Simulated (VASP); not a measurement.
Write the native input for VASP 6.6.1 that does the following.

```
Task                   : single point
Functional             : PBEsol
Potentials or basis    : VASP PAW PBE potentials, release 64 (Lu, Pb_d, Br)
Cutoff                 : 520 eV
k mesh                 : 4 × 4 × 2
Occupations            : fermi-dirac, width 0.03 eV
Spin                   : no spin polarisation
Dipole correction      : no
Further INCAR settings : ALGO = Normal; EDIFF = 1e-07; NBANDS = 46
```

The structure of LuPbBr5 lies in POSCAR:

```
LuPbBr5
1.0
    4.7776556713      0.0000000000      0.0000000000
    0.0000000000      4.7776556713      0.0000000000
    0.0000000000      0.0000000000      8.2286683891
Lu Pb Br
1 1 5
Direct
    0.0000000000      0.0000000000      0.5000000000
    0.5000000000      0.5000000000      0.0000000000
    0.0000000000      0.0000000000      0.0000000000
    0.5000000000      0.0000000000      0.7000644567
    0.0000000000      0.5000000000      0.7000644567
    0.5000000000      0.0000000000      0.2999355433
    0.0000000000      0.5000000000      0.2999355433
```

These files were run (other wordings do the same):

INCAR

```
SYSTEM = LuPbBr5
ALGO = Normal
EDIFF = 1E-7
ENCUT = 520
GGA = PS
ISIF = 2
ISMEAR = -1
LASPH = .True.
LCHARG = .False.
LREAL = .False.
LWAVE = .False.
NBANDS = 46
NELM = 60
PREC = Accurate
SIGMA = 0.03
```

KPOINTS

```
k-points
0
Gamma
  4 4 2
  0 0 0
```

Potentials or basis: VASP PAW PBE potentials, release 64 (Lu, Pb_d, Br).

Run with:

```sh
$ cat potpaw_PBE.64/Lu/POTCAR potpaw_PBE.64/Pb_d/POTCAR potpaw_PBE.64/Br/POTCAR > POTCAR
$ mpirun -np 1 vasp_std > vasp.out
```

It gave:

- Pressure: 0.1 GPa
- Largest force: 0.016 eV/Å
- Band gap on the k mesh: 1.36 eV (least direct gap 1.43 eV)

Caveat: the PAW data sets were made with another functional, which shifts forces and pressure a little; spin-orbit coupling is left out, which moves the levels of the heavy elements.

Run time: 59 s on 1 thread of Intel(R) Xeon(R) 6975P-C (Granite Rapids) (shared host), peak memory 0.33 GiB.
